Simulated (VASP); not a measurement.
Wanted: the native input for a VASP 6.6.1 run.

- Task: electric field gradients
- Functional: PBE
- Potentials or basis: VASP PAW PBE potentials, release 64 (Nb_sv, As)
- Cutoff: 520 eV
- k mesh: 9 × 9 × 5
- Occupations: fermi-dirac, width 0.08 eV
- Spin: no spin polarisation
- Dipole correction: no
- Further INCAR settings: ALGO = Normal; EDIFF = 1e-08; NBANDS = 26

The structure of NbAs (wurtzite type) lies in POSCAR:

```
NbAs
1.0
    3.3999760739      0.0000000000      0.0000000000
   -1.6999880370      2.9444656523      0.0000000000
    0.0000000000      0.0000000000      8.3619386756
Nb As
2 2
Direct
    0.3333333333      0.6666666667      0.0366264394
    0.6666666667      0.3333333333      0.5366264394
    0.3333333333      0.6666666667      0.3393735606
    0.6666666667      0.3333333333      0.8393735606
```

One way to write it, as run:

INCAR

```
SYSTEM = NbAs
PREC = Accurate
ENCUT = 520
EDIFF = 1E-8
ISMEAR = -1
SIGMA = 0.08
LREAL = .FALSE.
LASPH = .TRUE.
NELM = 60
ALGO = Normal
ISIF = 2
LWAVE = .FALSE.
LCHARG = .FALSE.
GGA = PE
LEFG = .TRUE.
NBANDS = 26
```

KPOINTS

```
Automatic mesh
0
G
  9 9 5
  0 0 0
```

Potentials or basis: VASP PAW PBE potentials, release 64 (Nb_sv, As).

Launch:

```sh
$ cat potpaw_PBE.64/Nb_sv/POTCAR potpaw_PBE.64/As/POTCAR > POTCAR
$ mpirun -np 1 vasp_std > vasp.out
```

Results of the run:

| Quantity | Value |
| --- | --- |
| Pressure | 0.0 GPa |
| Largest force | 0.008 eV/Å |
| Band gap on the k mesh | zero (bands 18 and 19 overlap by 0.09 eV) |
| Largest electric field gradient by atom | Nb -48.5; As -109.1 V/Å² |

Caveat: without QUAD_EFG the Cq values of the log hold for a quadrupole moment of 1 mb, not for the nuclei.

It took 100 s on 1 thread of Intel(R) Xeon(R) Platinum 8375C CPU @ 2.90GHz (Ice Lake) (shared host), peak memory 0.25 GiB.
